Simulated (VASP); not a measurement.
# Fe3Ge (Pm-3m) in VASP: notebook, part 2 of 2

VASP 6.6.1.

## (6) Single point, PBEsol (volume scaled by 1.05)

File INCAR:

```
SYSTEM = Fe3Ge
PREC = Accurate
ENCUT = 520
EDIFF = 1E-7
ISMEAR = -1
SIGMA = 0.03
LREAL = .FALSE.
LASPH = .TRUE.
NELM = 100
ALGO = Normal
ISIF = 2
LWAVE = .FALSE.
LCHARG = .TRUE.
GGA = PS
LELF = .TRUE.
LVHAR = .TRUE.
NBANDS = 27
```

File KPOINTS:

```
regular mesh
0
G
  9 9 9
  0 0 0
```

File POSCAR:

```
Fe3Ge
1.0
    3.7205193926      0.0000000000      0.0000000000
    0.0000000000      3.7205193926      0.0000000000
    0.0000000000      0.0000000000      3.7205193926
Fe Ge
3 1
Direct
    0.0000000000      0.5000000000      0.5000000000
    0.5000000000      0.5000000000      0.0000000000
    0.5000000000      0.0000000000      0.5000000000
    0.0000000000      0.0000000000      0.0000000000
```

Potentials or basis: VASP PAW PBE potentials, release 64 (Fe, Ge_d).

Run with:

```sh
$ cat potpaw_PBE.64/Fe/POTCAR potpaw_PBE.64/Ge_d/POTCAR > POTCAR
$ mpirun -np 1 vasp_std > vasp.out
```

OUTCAR:

```text
SYSTEM = Fe3Ge
   PREC = Accurate
   ENCUT = 520
   EDIFF = 1E-7
   ISMEAR = -1
   LREAL = .FALSE.
   LASPH = .TRUE.
   NELM = 100
   ISIF = 2
   GGA = PS

 ion  position               nearest neighbor table
   1  0.000  0.500  0.500-   2 2.63   3 2.63   4 2.63   2 2.63   4 2.63   3 2.63   4 2.63   4 2.63
                             2 2.63   3 2.63   2 2.63   3 2.63
   2  0.500  0.500  0.000-   1 2.63   3 2.63   4 2.63   1 2.63   3 2.63   3 2.63   4 2.63   3 2.63
                             1 2.63   4 2.63   1 2.63   4 2.63
   3  0.500  0.000  0.500-   1 2.63   2 2.63   4 2.63   2 2.63   4 2.63   1 2.63   2 2.63   2 2.63
                             1 2.63   4 2.63   4 2.63   1 2.63
   4  0.000  0.000  0.000-   1 2.63   2 2.63   3 2.63   1 2.63   3 2.63   1 2.63   2 2.63   1 2.63
                             2 2.63   3 2.63   3 2.63   2 2.63

  LATTYP: Found a simple cubic cell.
 ALAT       =     3.7205193926

  Lattice vectors:

 A1 = (   3.7205193926,   0.0000000000,   0.0000000000)
 A2 = (   0.0000000000,   3.7205193926,   0.0000000000)
 A3 = (   0.0000000000,   0.0000000000,   3.7205193926)

Analysis of symmetry for initial positions (statically):
=====================================================================
[... 172 lines left out ...]
  free energy    TOTEN  =       -30.39103005 eV

  energy without entropy =      -30.34582707  energy(sigma->0) =      -30.36842856

 E-fermi :   6.0693     XC(G=0): -12.8418

 val. band max:        6.0685771180   @ k =   0.3333   0.2222   0.0000
 cond. band min:       6.0736739827   @ k =   0.3333   0.2222   0.2222
 fundamental gap:      0.0050968647
 Fermi energy:         6.0692832716

 k-point     1 :       0.0000    0.0000    0.0000
  band No.  band energies     occupation
      1     -18.2323      2.00000
      2     -18.2323      2.00000
      3     -18.2268      2.00000
      4     -18.2268      2.00000
      5     -18.2268      2.00000
      6      -5.1741      2.00000
[... 709 lines left out ...]
     26      12.7054      0.00000
     27      13.4984      0.00000

 [... further k-points ...]
[... 5 lines left out ...]
  --------------------------------------------------------------------------------------
  -------------------------------------------------------------------------------------
  Total       -9.7412575     -9.7412575     -9.7412575     -0.0000000     -0.0000000      0.0000000
  in kB     -303.0504180   -303.0504180   -303.0504180     -0.0000000     -0.0000000      0.0000000
  external PRESSURE =    -303.0504180 kB  Pullay stress =       0.0000000 kB

 VOLUME and BASIS-vectors are now :
 -----------------------------------------------------------------------------
  energy-cutoff  :      520.00
  volume of cell :       51.50
      direct lattice vectors                 reciprocal lattice vectors
     3.720519393  0.000000000  0.000000000     0.268779677  0.000000000  0.000000000
     0.000000000  3.720519393  0.000000000     0.000000000  0.268779677  0.000000000
     0.000000000  0.000000000  3.720519393     0.000000000  0.000000000  0.268779677

 POSITION                                       TOTAL-FORCE (eV/Angst)
 -----------------------------------------------------------------------------------
      0.00000      1.86026      1.86026         0.000000      0.000000      0.000000
      1.86026      1.86026      0.00000         0.000000      0.000000      0.000000
      1.86026      0.00000      1.86026         0.000000      0.000000      0.000000
      0.00000      0.00000      0.00000         0.000000      0.000000      0.000000
 -----------------------------------------------------------------------------------
    total drift:                                0.000000      0.000000      0.000000

  FREE ENERGIE OF THE ION-ELECTRON SYSTEM (eV)
  ---------------------------------------------------
  free  energy   TOTEN  =       -30.3910300549 eV

  energy  without entropy=      -30.3458270723  energy(sigma->0) =      -30.36842856
```

stdout:

```text
POSCAR found type information on POSCAR FeGe
 POSCAR found :  2 types and       4 ions
 scaLAPACK will be used
 -----------------------------------------------------------------------------
|                                                                             |
|                                                                             |
|     You enforced a specific xc type in the INCAR file but a different       |
|     I HOPE YOU KNOW WHAT YOU ARE DOING!                                     |
|                                                                             |
 -----------------------------------------------------------------------------

 LDA part: xc-table for (Slater+PW92), standard interpolation
 POSCAR, INCAR and KPOINTS ok, starting setup
 FFT: planning ... GRIDC
 FFT: planning ... GRID_SOFT
 FFT: planning ... GRID
 WAVECAR not read
 entering main loop
```

It took 27 s on 1 thread of AMD EPYC 9R45 (Zen 5), shared host; peak memory 0.15 GiB.

What came out:

| Quantity | Value |
| --- | --- |
| Free energy | -30.3910 eV |
| Pressure | -30.3 GPa |
| Band gap on the k mesh | zero (band 19 reaches 6.39 eV, above the bottom of band 20 at 5.98 eV) |

Caveat: the PAW data sets were made with another functional, which shifts forces and pressure a little. Spin polarisation is off, so any magnetic state and its effect on volume and gap are missing.

## (7) Summary

| cell | gap on the mesh (eV) | pressure (GPa) |
| --- | --- | --- |
| a = 3.467 Å, 4 atoms | none | 10.2 |
| a = 3.534 Å, 4 atoms | none | -5.2 |
| a = 3.598 Å, 4 atoms | none | -16.5 |
| a = 3.661 Å, 4 atoms | none | -24.5 |
| a = 3.721 Å, 4 atoms | none | -30.3 |

Alike in all rows: task single point; level PBEsol; potentials or basis VASP PAW PBE potentials, release 64 (Fe, Ge_d); no spin polarisation; k mesh 9 × 9 × 9; cutoff (eV) 520; smearing fermi-dirac 0.03 eV.

Caveats: the PAW data sets were made with another functional, which shifts forces and pressure a little.

Total energies depend on the potentials used, so only differences within one code and one set of settings carry meaning.
